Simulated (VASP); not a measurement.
# In (Im-3m) in VASP: single point with LDA

Aim: the single point of In with LDA.

Everything below comes from runs of VASP 6.6.1. Logs are shortened: lines on timing, memory, paths and dates and some standing lists are left out, and cuts for length are marked.

## 1. The cell of the first run

Symmetry: Im-3m, No. 229, cubic system. Conventional cell: a = 3.765 Å, b = 3.765 Å, c = 3.765 Å, α = 90.00°, β = 90.00°, γ = 90.00°. In (site symmetry m-3m) has 14 In at 3.26 to 3.77 Å within 4.3 Å.

## 2. Single point, LDA

Contents of INCAR:

```
SYSTEM = In
PREC = Accurate
ENCUT = 520
EDIFF = 1E-6
ISMEAR = -1
SIGMA = 0.01
LREAL = .False.
LASPH = .True.
NELM = 60
ALGO = Normal
ISIF = 2
LWAVE = .False.
LCHARG = .False.
GGA = CA
NBANDS = 12
```

Contents of KPOINTS:

```
Automatic mesh
0
Gamma
  5 5 5
  0 0 0
```

Contents of POSCAR:

```
In
1.0
   -1.8825250000      1.8825250000      1.8825250000
    1.8825250000     -1.8825250000      1.8825250000
    1.8825250000      1.8825250000     -1.8825250000
In
1
Direct
    0.0000000000      0.0000000000      0.0000000000
```

Potentials or basis: VASP PAW LDA potentials, release 64 (In_d).

Launch:

```
cat potpaw_LDA.64/In_d/POTCAR > POTCAR
mpirun -np 1 vasp_std > vasp.out
```

OUTCAR:

```text
SYSTEM = In
   PREC = Accurate
   ENCUT = 520
   EDIFF = 1E-6
   ISMEAR = -1
   LREAL = .False.
   LASPH = .True.
   NELM = 60
   ISIF = 2
   GGA = CA

 ion  position               nearest neighbor table
   1  0.000  0.000  0.000-

  LATTYP: Found a body centered cubic cell.
 ALAT       =     3.7650500000

  Lattice vectors:

 A1 = (  -1.8825250000,   1.8825250000,   1.8825250000)
 A2 = (   1.8825250000,  -1.8825250000,   1.8825250000)
 A3 = (   1.8825250000,   1.8825250000,  -1.8825250000)

Analysis of symmetry for initial positions (statically):
=====================================================================
 Subroutine PRICEL returns:
 Original cell was already a primitive cell.

 Routine SETGRP: Setting up the symmetry group for a
 body centered cubic supercell.

 Subroutine GETGRP returns: Found 48 space group operations
 (whereof 48 operations were pure point group operations)
 out of a pool of 48 trial point group operations.

The static configuration has the point symmetry O_h .

Analysis of symmetry for dynamics (positions and initial velocities):
=====================================================================
 Subroutine PRICEL returns:
 Original cell was already a primitive cell.

 Routine SETGRP: Setting up the symmetry group for a
 body centered cubic supercell.

 Subroutine GETGRP returns: Found 48 space group operations
 (whereof 48 operations were pure point group operations)
 out of a pool of 48 trial point group operations.

The dynamic configuration has the point symmetry O_h .

 Subroutine INISYM returns: Found 48 space group operations
 (whereof 48 operations are pure point group operations),
 and found     1 'primitive' translations

----------------------------------------------------------------------------------------

                                     Primitive cell

  volume of cell :      26.6859

  direct lattice vectors                    reciprocal lattice vectors
    -1.882525000  1.882525000  1.882525000     0.000000000  0.265600722  0.265600722
     1.882525000 -1.882525000  1.882525000     0.265600722  0.000000000  0.265600722
     1.882525000  1.882525000 -1.882525000     0.265600722  0.265600722  0.000000000

  length of vectors
     3.260628947  3.260628947  3.260628947     0.375616144  0.375616144  0.375616144

  position of ions in fractional coordinates (direct lattice)
     0.000000000  0.000000000  0.000000000
[... 66 lines left out ...]
   NFREE  =      0    steps in history (QN), initial steepest desc. (CG)
   ISIF   =      2    stress and relaxation
   ISYM   =      2    0-nonsym 1-usesym 2-fastsym
   POTIM  = 0.5000    time-step for ionic-motion
   TEBEG  =    0.0;   TEEND  =   0.0 temperature during run
   PSTRESS=    0.0 pullay stress
   NELECT =      13.0000    total number of electrons
   NUPDOWN=      -1.0000    fix difference up-down
   EMIN   =  10.00;   EMAX   =-10.00  energy-range for DOS
   EFERMI =   0.00;   METHOD = LEGACY
   ISMEAR =    -1;   SIGMA  =   0.01  broadening in eV -4-tet -1-fermi 0-gaus
   EFERMI_NEDOS =   21; number of points for ismear=-14 and -15
   IALGO  =     38    algorithm
   IMIX   =      4    mixing-type and parameters
     AMIX     =   0.40;   BMIX     =  1.00
     AMIX_MAG =   1.60;   BMIX_MAG =  1.00
  volume/ion in A,a.u.               =      26.69       180.09
  Fermi-wavevector in a.u.,A,eV,Ry     =   1.288136  2.434225 22.576086  1.659295
  Thomas-Fermi vector in A             =   2.420108
   LORBIT       =      0    0 simple, 1 ext, 2 COOP (PROOUT), +10 PAW based schemes
   GGA     = CA    functional components
   LHFCALC =     F    Hartree Fock is set to
   AEXX    =    0.0000 exact exchange contribution
   IVDW    =     0    specifies the selected vdW correction
   LEPSILON=     F    determine dielectric tensor
   LRPA    =     F    only Hartree local field effects (RPA)
 non-spin polarized calculation
  energy-cutoff  :      520.00
  volume of cell :       26.69
 maximum number of plane-waves:       730
   NGX = 13   NGY = 13   NGZ = 13

 number of electron      13.0000005 magnetization

 Free energy of the ion-electron system (eV)
  ---------------------------------------------------
  ext. energy  EPLUGINS =         0.00000000
  ---------------------------------------------------
  free energy    TOTEN  =        -3.14905380 eV

  energy without entropy =       -3.14762150  energy(sigma->0) =       -3.14833765

 E-fermi :   6.9139     XC(G=0): -10.4365

 val. band max:        6.8727972287   @ k =   0.2000   0.2000   0.2000
 cond. band min:       6.9348878178   @ k =  -0.4000   0.4000   0.2000
 fundamental gap:      0.0620905891
 Fermi energy:         6.9139322205

 k-point     1 :       0.0000    0.0000    0.0000
  band No.  band energies     occupation
      1      -7.5929      2.00000
      2      -7.5929      2.00000
      3      -7.5929      2.00000
      4      -7.3238      2.00000
      5      -7.3238      2.00000
      6      -2.4314      2.00000
      7      17.7276      0.00000
      8      17.7276      0.00000
      9      17.7276      0.00000
     10      20.0316      0.00000
     11      20.0316      0.00000
     12      20.0316      0.00000
[... 121 lines left out ...]
 k-point    10 :      -0.4000    0.4000    0.4000
  band No.  band energies     occupation
      1      -7.6568      2.00000
      2      -7.6240      2.00000
      3      -7.2534      2.00000
      4      -7.2534      2.00000
      5      -7.2356      2.00000
      6       4.7853      2.00000
      7       8.7757      0.00000
      8       8.7757      0.00000
      9       9.4939      0.00000
     10      12.6866      0.00000
     11      15.1243      0.00000
     12      25.4628      0.00000

------------------------ aborting loop because EDIFF is reached ----------------------------------------

  FORCE on cell =-STRESS in cart. coord.  units (eV):
  Direction    XX          YY          ZZ          XY          YZ          ZX
  --------------------------------------------------------------------------------------
  -------------------------------------------------------------------------------------
  Total       -0.5481420     -0.5481420     -0.5481420     -0.0000000     -0.0000000      0.0000000
  in kB      -32.9095113    -32.9095113    -32.9095113     -0.0000000     -0.0000000      0.0000000
  external PRESSURE =     -32.9095113 kB  Pullay stress =       0.0000000 kB

 VOLUME and BASIS-vectors are now :
 -----------------------------------------------------------------------------
  energy-cutoff  :      520.00
  volume of cell :       26.69
      direct lattice vectors                 reciprocal lattice vectors
    -1.882525000  1.882525000  1.882525000     0.000000000  0.265600722  0.265600722
     1.882525000 -1.882525000  1.882525000     0.265600722  0.000000000  0.265600722
     1.882525000  1.882525000 -1.882525000     0.265600722  0.265600722  0.000000000

 POSITION                                       TOTAL-FORCE (eV/Angst)
 -----------------------------------------------------------------------------------
      0.00000      0.00000      0.00000        -0.000000     -0.000000      0.000000
 -----------------------------------------------------------------------------------
    total drift:                                0.000000      0.000000      0.000000

  FREE ENERGIE OF THE ION-ELECTRON SYSTEM (eV)
  ---------------------------------------------------
  free  energy   TOTEN  =        -3.1490537967 eV

  energy  without entropy=       -3.1476214983  energy(sigma->0) =       -3.14833765
```

OSZICAR:

```text
N       E                     dE             d eps       ncg     rms          rms(c)
DAV:   1     0.786947158159E+02    0.78695E+02   -0.63174E+03   244   0.138E+03
DAV:   2     0.542588935003E+00   -0.78152E+02   -0.76566E+02   244   0.283E+02
DAV:   3    -0.310184552652E+01   -0.36444E+01   -0.36025E+01   300   0.635E+01
DAV:   4    -0.317978251984E+01   -0.77937E-01   -0.77917E-01   316   0.934E+00
DAV:   5    -0.318250663346E+01   -0.27241E-02   -0.27240E-02   304   0.159E+00    0.227E+00
DAV:   6    -0.315573327029E+01    0.26773E-01   -0.39329E-02   296   0.397E+00    0.111E+00
DAV:   7    -0.314967506426E+01    0.60582E-02   -0.11265E-02   320   0.187E+00    0.237E-01
DAV:   8    -0.314905684535E+01    0.61822E-03   -0.74652E-04   284   0.496E-01    0.150E-02
DAV:   9    -0.314905355088E+01    0.32945E-05   -0.13949E-05   344   0.468E-02    0.142E-02
DAV:  10    -0.314905379673E+01   -0.24585E-06   -0.56755E-07   180   0.794E-03
   1 F= -.31490538E+01 E0= -.31483376E+01  d E =-.143230E-02
```

Run time: 2.8 s. Hardware: 1 thread of Intel Xeon 8259CL, shared host; peak memory 0.12 GiB.

Results:

| Quantity | Value |
| --- | --- |
| Free energy | -3.1491 eV |
| Pressure | -3.3 GPa |

Caveat: the k points lie up to 0.47 Å⁻¹ apart; spin-orbit coupling is left out, which moves the levels of the heavy elements.
